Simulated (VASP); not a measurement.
Crystal: GaSnAs.

```
Ga Sn As
1.0
     4.36402    0.00000    0.00000
    -2.18201    3.77935    0.00000
     0.00000    0.00000    4.38294
Ga Sn As
1 1 1
Cartesian
  0.0000 2.5196 2.1915
  0.0000 0.0000 0.0000
  2.1820 1.2598 2.1915
```

The cell was built from a structure type or drawn by symmetry, and may not be a known phase.

| Item | Value |
| --- | --- |
| Program | VASP 6.6.1 |
| Task | relaxation of cell and atoms |
| Functional | PBE |
| Potentials or basis | VASP PAW PBE potentials, release 64 (Ga_d, Sn_d, As) |
| Cutoff | 600 eV |
| k mesh | 12 × 12 × 10 |
| Occupations | gaussian, width 0.1 eV |
| Spin | no spin polarisation |

At the start: pressure 1.6 GPa; volume 24.10 Å³/atom.

Q: Where does the relaxation end?

A: Over 9 steps the energy falls by 27.7 meV/atom and the volume is 23.74 Å³/atom (-1.5 %); space group P-6m2 (No. 187, to 0.1 Å) before and after.

The path:
| step | energy change (eV) | largest force (eV/Å) | pressure (GPa) | volume (Å³) |
| --- | --- | --- | --- | --- |
| 1 | 0.0000 | 0.0000 | 1.60 | 72.29 |
| 2 | -0.0410 | 0.0000 | -0.71 | 74.81 |
| 3 | -0.0423 | 0.0000 | -1.18 | 75.36 |
| 4 | -0.0623 | 0.0000 | -0.75 | 74.13 |
| 5 | -0.0768 | 0.0000 | -0.37 | 72.76 |
| 6 | -0.0791 | 0.0000 | 0.52 | 69.95 |
| 7 | -0.0829 | 0.0000 | -0.03 | 71.33 |
| 8 | -0.0830 | 0.0000 | 0.07 | 71.14 |
| 9 | -0.0830 | 0.0000 | 0.01 | 71.22 |

Final structure:
```
CELL_PARAMETERS angstrom
4.53018 0.00000 0.00000
-2.26509 3.92325 0.00000
0.00000 0.00000 4.00737
ATOMIC_POSITIONS crystal
Ga 0.33333 0.66667 0.50000
Sn 0.00000 0.00000 0.00000
As 0.66667 0.33333 0.50000
```
